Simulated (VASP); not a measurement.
# WC: electric field gradients with PBE

WC:

```
W C
1.0
     2.86130    0.00000    0.00000
    -1.43065    2.47796    0.00000
     0.00000    0.00000    2.79077
W C
1 1
Direct
  0.00000 0.00000 0.00000
  0.66667 0.33333 0.50000
```

This cell differs from its parent crystal: volume scaled by 0.96.

```yaml
Program: VASP 6.6.1
Task: electric field gradients
Functional: PBE
Potentials_or_basis: VASP PAW PBE potentials, release 64 (W_sv, C)
Cutoff: 520 eV
k_mesh: 13 × 13 × 12
Occupations: fermi-dirac, width 0.05 eV
Spin: no spin polarisation
Dipole_correction: no
Further_INCAR_settings: ALGO = Normal; EDIFF = 1e-08; NBANDS = 16
```

The pressure is 28.5 GPa. The band gap on the k mesh is zero (band 9 reaches 12.48 eV, above the bottom of band 10 at 11.13 eV).

Stress tensor (GPa, compression positive):
```
27.44  0.00  0.00
 0.00 27.44  0.00
 0.00  0.00 30.64
```

Levels at points of the mesh, in eV from the Fermi level:
| k point | band 6 | band 7 | band 8 | band 9 | band 10 | band 11 | band 12 | band 13 |
| --- | --- | --- | --- | --- | --- | --- | --- | --- |
| (0.00, 0.00, 0.00) | -4.62 | -3.57 | -3.57 | 0.08 | 3.44 | 3.44 | 5.87 | 5.87 |
| (0.00, 0.00, 0.50) | -8.98 | -2.17 | -2.17 | -0.67 | -0.67 | 3.86 | 4.62 | 4.62 |

Electric field gradients, principal values (V/Å²):
```
atom   least  middle  greatest (by size)
 1 W  80.914  80.914            -161.828
 2 C  -0.289  -0.289               0.578
```

It took 73 s on 1 thread of AMD EPYC 7R43 64-Core Processor (Zen 3), with other jobs on the host, peak memory 0.14 GiB.

Caveat: without QUAD_EFG the Cq values of the log hold for a quadrupole moment of 1 mb, not for the nuclei; spin-orbit coupling is left out, which moves the levels of the heavy elements.
